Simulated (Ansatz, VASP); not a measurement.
**Two plane-wave programs on LaZn**

```
La Zn
1.0
     3.67345    0.00000    0.00000
     0.00000    3.67345    0.00000
     0.00000    0.00000    3.67345
La Zn
1 1
Direct
  0.50000 0.50000 0.50000
  0.00000 0.00000 0.00000
```

Change from the starting cell: volume scaled by 0.94, PAW files.

Alike in both runs: task electric field gradients; functional LDA; k mesh 9 × 9 × 9; occupations fermi-dirac, width 0.05 eV; no spin polarisation.

|  | VASP | Ansatz |
| --- | --- | --- |
| version | VASP 6.6.1 | Ansatz 0.2.0 |
| potentials or method | VASP PAW LDA potentials, release 64 (La, Zn) | PAW with Ansatz's default frozen-core files, scalar-relativistic |
| plane-wave cutoff (eV) | 520 | 420 |
| valence electrons in the cell | 23 | 23 |

VASP gave:

```
pressure (GPa) : -1.1
```

Task: What did Ansatz give for the same quantities?

Result: Pressure (GPa): -1.2.

LDA's correlation is that of Perdew and Zunger in VASP and of Perdew and Wang (1992) in Ansatz.

Neither program's run includes spin-orbit coupling.
